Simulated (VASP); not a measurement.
Runs of VASP 6.6.1 on NaPtCl3. The structure is that of space group Pm-3m (No. 221), or close to it. The cells are those of the table. The cell was built from a structure type or drawn by symmetry, and may not be a known phase.

| spin | cell | k mesh | gap on the mesh (eV) | pressure (GPa) |
| --- | --- | --- | --- | --- |
| collinear | a = 4.896 Å, 5 atoms | 4 × 4 × 4 | none | 1.7 |
| off | a = 4.837 Å, 5 atoms | 8 × 8 × 8 | none | 3.5 |
| off | a = 4.785 Å, 5 atoms | 8 × 8 × 8 | none | 5.8 |
| off | a = 4.937 Å, 5 atoms | 8 × 8 × 8 | none | -0.1 |
| off | a = 5.034 Å, 5 atoms | 8 × 8 × 8 | none | (a) |
| off | a = 4.888 Å, 5 atoms | 8 × 8 × 8 | none | (b) |
| off | a = 4.986 Å, 5 atoms | 8 × 8 × 8 | none | -1.4 |
| off | a = 4.732 Å, 5 atoms | 8 × 8 × 8 | none | 8.6 |

Alike in all rows: task single point; level PBE; potentials or basis VASP PAW PBE potentials, release 64 (Na_pv, Pt, Cl); cutoff (eV) 520; smearing gaussian 0.1 eV.

**Question.** Estimate the missing entries.

**Answer.** (a) -2.6; (b) 1.5.

Caveats: spin-orbit coupling is left out, which moves the levels of the heavy elements; the cell stands under pressure (at least some runs).

A k mesh can miss the band edges, and the runs leave out spin-orbit coupling on Pt.

A gap of «none» marks levels without a gap at the run's occupations.
